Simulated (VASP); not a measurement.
Wanted: the native input for a VASP 6.6.1 run.

* Task: single point
* Functional: PBEsol
* Potentials or basis: VASP PAW PBE potentials, release 64 (Al, N)
* Cutoff: 520 eV
* k mesh: 8 × 8 × 8
* Occupations: gaussian, width 0.05 eV
* Spin: no spin polarisation
* Dipole correction: no
* Further INCAR settings: ALGO = Normal; EDIFF = 1e-06; NBANDS = 26

The structure of AlN lies in POSCAR:

```
AlN
1.0
   -3.1135599857      0.0000000000      0.0000000000
    0.0000000000      5.3928440876      0.0000000000
    1.5567799928     -2.6964220438     -4.9833504711
Al N
4 4
Direct
    1.0105497277      0.3337814449      0.9984886819
    0.5105497277      0.8337814449      0.9984886819
    0.2379389541      0.9147072369      0.4984886819
    0.7379389541      0.4147072369      0.4984886819
    0.7981561988      0.1441855807      0.6165124308
    0.2981561988      0.6441855807      0.6165124308
    0.0683562320      0.7223268502      0.1165124308
    0.5683562320      0.2223268502      0.1165124308
```

This cell differs from its parent crystal: atoms displaced along several vibrational modes.

The input as run:

INCAR

```
SYSTEM = AlN
PREC     = Accurate       ! precision mode
ENCUT    = 520            ! plane-wave cutoff, eV
EDIFF    = 1E-6           ! SCF threshold, eV
ISMEAR   = 0              ! smearing method
SIGMA    = 0.05           ! smearing width, eV
LREAL    = .FALSE.        ! projectors in reciprocal space
LASPH    = .TRUE.         ! aspherical terms in the spheres
NELM     = 80             ! most SCF steps
ALGO     = Normal         ! electronic algorithm
ISIF     = 2              ! what is computed and relaxed
LWAVE    = .FALSE.        ! write WAVECAR
LCHARG   = .FALSE.        ! write CHGCAR
GGA      = PS             ! functional
NBANDS   = 26             ! bands
```

KPOINTS

```
Automatic mesh
0
G
  8 8 8
  0 0 0
```

Potentials or basis: VASP PAW PBE potentials, release 64 (Al, N).

Launch:

```bash
$ cat potpaw_PBE.64/Al/POTCAR potpaw_PBE.64/N/POTCAR > POTCAR
$ mpirun -np 1 vasp_std > vasp.out
```

It gave:

```json
{"Pressure": "0.0 GPa", "Largest force": "0.339 eV/Å", "Band gap on the k mesh": "4.10 eV"}
```

Caveat: the cell differs from its parent crystal (atoms displaced along several vibrational modes); the PAW data sets were made with another functional, which shifts forces and pressure a little.

Wall time 4.9 min on 1 thread of Intel Xeon 8259CL, on a shared host, peak memory 0.37 GiB.
